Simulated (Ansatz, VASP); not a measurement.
**One calculation of Fe2Cl, two programs**

INCAR

```
SYSTEM = Fe2Cl
PREC = Accurate
ENCUT = 520
EDIFF = 1E-6
ISMEAR = 0
SIGMA = 0.1
LREAL = .FALSE.
LASPH = .TRUE.
NELM = 150
ALGO = Normal
ISIF = 2
LWAVE = .FALSE.
LCHARG = .FALSE.
ISPIN = 2
MAGMOM = 4 4 4 4 0 0
LORBIT = 11
LMAXMIX = 4
GGA = PE
NBANDS = 36
```

Contents of KPOINTS:

```
Automatic mesh
0
G
  4 4 4
  0 0 0
```

POSCAR

```
Fe2Cl
1.0
    4.1357299355      0.0000000000      0.0000000000
    0.0000000000      4.1357299355      0.0000000000
    0.0000000000      0.0000000000      5.9538594244
Fe Cl
4 2
Direct
    0.0000000000      0.5000000000      0.2030000000
    0.0000000000      0.5000000000      0.7030000000
    0.5000000000      0.0000000000      0.2970000000
    0.5000000000      0.0000000000      0.7970000000
    0.0000000000      0.0000000000      0.0000000000
    0.5000000000      0.5000000000      0.5000000000
```

Input for Ansatz:

```yaml
crystal:
  lattice:
    - [4.1357299355, 0.0, 0.0]
    - [0.0, 4.1357299355, 0.0]
    - [0.0, 0.0, 5.9538594244]
  atoms:
    - { symbol: Fe, position: [0.0, 0.5, 0.203], spin: 4.0 }
    - { symbol: Fe, position: [0.0, 0.5, 0.703], spin: 4.0 }
    - { symbol: Fe, position: [0.5, 0.0, 0.297], spin: 4.0 }
    - { symbol: Fe, position: [0.5, 0.0, 0.797], spin: 4.0 }
    - { symbol: Cl, position: [0.0, 0.0, 0.0] }
    - { symbol: Cl, position: [0.5, 0.5, 0.5] }
basis:
  ecutwfc: 420
kpoints:
  mp_grid: { grid: [4, 4, 4] }
hamiltonian:
  xc: pbe
scf:
  occupations: { method: gaussian, width: 0.1 }
  lower_state_search: "off"
output:
  forces: true
  stress: true
  eigenvalues: true
  populations: true
magnetization:
  spin_polarized: true
```

Alike in both runs: task single point; functional PBE; k mesh 4 × 4 × 4; occupations gaussian, width 0.1 eV; collinear spin.

|  | VASP | Ansatz |
| --- | --- | --- |
| version | VASP 6.6.1 | Ansatz 0.2.0 |
| potentials or method | VASP PAW PBE potentials, release 64 (Fe, Cl), cutoff 520 eV | scalar-relativistic, plane waves, PAW |
| valence electrons in the cell | 46 | 78 |

Ansatz gave:

| Item | Value |
| --- | --- |
| gap on the k mesh at the Fermi level (eV) | none |
| pressure (GPa) | -6.6 |
| traceless stress, the component that is largest in VASP (GPa) | 0.00 |
| rms of the force components (eV/Å) | 0.127 |
| net moment per atom (μB) | 1.90 |
| size of the moment on the site where the two differ most (μB) | 2.81 |

Question: What did VASP give for the same quantities?

Answer: gap on the k mesh at the Fermi level (eV): none; pressure (GPa): -6.4; traceless stress, the component that is largest in VASP (GPa): -0.05; rms of the force components (eV/Å): 0.123; net moment per atom (μB): 1.89; size of the moment on the site where the two differ most (μB): 2.85.

Site moments also hang on the region over which each program counts them. Atom by atom the forces differ by 0.004 eV/Å (rms over components). A gap of «none» marks a metal or a gap that the smearing closes. VASP's potentials hold 46 valence electrons a cell and Ansatz's 78, so a difference there can come from the potentials and not from the codes.

The k mesh is coarse, so the values compare programs but aren't converged.
